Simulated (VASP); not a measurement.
A run of VASP 6.6.1:

The input INCAR:

```
SYSTEM = Pt
PREC = Accurate
ENCUT = 520
EDIFF = 1E-7
ISMEAR = 0
SIGMA = 0.15
LREAL = .False.
LASPH = .True.
NELM = 80
ALGO = Normal
ISIF = 2
LWAVE = .False.
LCHARG = .False.
GGA = PE
NBANDS = 11
```

File KPOINTS:

```
regular mesh
0
Gamma
  22 22 22
  0 0 0
```

File POSCAR:

```
Pt
1.0
    0.0000000000      2.0026514024      1.7160719867
    2.0026514024      0.0000000000      1.7160719867
    2.0026514024      2.0026514024      0.0000000000
Pt
1
Direct
    0.0000000000      0.0000000000      0.0000000000
```

Potentials or basis: VASP PAW PBE potentials, release 64 (Pt).

Run with:

```console
$ cat potpaw_PBE.64/Pt/POTCAR > POTCAR
$ mpirun -np 1 vasp_std > vasp.out
```

Hardware: 1 thread of Intel Xeon 8259CL (shared host).

Estimate the wall time of this run.

Run time: 2.8 min on 1 thread of Intel Xeon 8259CL (shared host), peak memory 0.24 GiB. Counts: scf iterations 12, k points 834.
